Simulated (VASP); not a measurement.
Runs of VASP 6.6.1 on Nb. The structure is that of space group Fd-3m (No. 227), or close to it. The cells are those of the table. 

```tsv
cell	k mesh	gap on the mesh (eV)	pressure (GPa)
a = 4.095 Å, angles 60.0°, 2 atoms	10 × 10 × 10	none	6.1
a = 4.210 Å, angles 60.0°, 2 atoms	15 × 15 × 15	none	-0.1
a = 4.265 Å, angles 60.0°, 2 atoms	10 × 10 × 10	none	-2.3
a = 4.210 Å, angles 60.0°, 2 atoms	10 × 10 × 10	none	(b)
a = 4.034 Å, angles 60.0°, 2 atoms	10 × 10 × 10	none	10.3
a = 4.153 Å, angles 60.0°, 2 atoms	10 × 10 × 10	none	(a)
a = 4.319 Å, angles 60.0°, 2 atoms	10 × 10 × 10	none	-4.1
a = 4.372 Å, angles 60.0°, 2 atoms	10 × 10 × 10	none	-5.6
```

Alike in all rows: task single point; level revPBE; potentials or basis VASP PAW PBE potentials, release 64 (Nb_sv); no spin polarisation; cutoff (eV) 520; smearing fermi-dirac 0.1 eV.

Problem. Fill in the values left out.

Solution. (a) 2.7; (b) 0.0.

Caveats: the PAW data sets were made with another functional, which shifts forces and pressure a little.

A k mesh can miss the band edges, and the runs leave out spin-orbit coupling on Nb.

A gap of «none» marks levels without a gap at the run's occupations.
